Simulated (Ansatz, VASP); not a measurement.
One calculation of In3GaSb2N2, two programs

```xyz
8
Lattice="-3.3196 -0.0060 0.0087 -1.6539 -2.8838 0.0031 0.0465 -0.0097 18.0564" Properties=species:S:1:pos:R:3 pbc="T T T"
In   -1.6873   -0.5831    8.6499
In   -1.6727   -0.5802   14.7903
In   -1.7046   -0.5739    2.4133
Ga   -1.6612   -2.5010   17.6302
Sb   -1.6963   -0.5773    5.5632
Sb   -1.6803   -0.5814   11.8866
N    -1.6661   -2.4990   15.6749
N    -1.7101   -0.5722    0.1639
```

Alike in both runs: task single point; functional PBE; k mesh 8 × 8 × 2; occupations gaussian, width 0.2 eV; no spin polarisation.

|  | VASP | Ansatz |
| --- | --- | --- |
| version | VASP 6.6.1 | Ansatz 0.2.0 |
| potentials or method | VASP PAW PBE potentials, release 64 (In_d, Ga_d, Sb, N), cutoff 520 eV | scalar-relativistic, plane waves, PAW |
| valence electrons in the cell | 72 | 92 |

|  | VASP | Ansatz | Ansatz less VASP |
| --- | --- | --- | --- |
| gap on the k mesh at the Fermi level (eV) | none | none | - |
| pressure (GPa) | 0.1 | 0.0 | -0.03 |
| traceless stress, the component that is largest in VASP (GPa) | 0.62 | 0.64 | +0.019 |
| rms of the force components (eV/Å) | 0.021 | 0.025 | +0.0041 |

Atom by atom the forces differ by 0.005 eV/Å (rms over components). A gap of «none» marks a metal or a gap that the smearing closes. VASP's potentials hold 72 valence electrons a cell and Ansatz's 92, so a difference there can come from the potentials and not from the codes.

Neither program's run includes spin-orbit coupling.
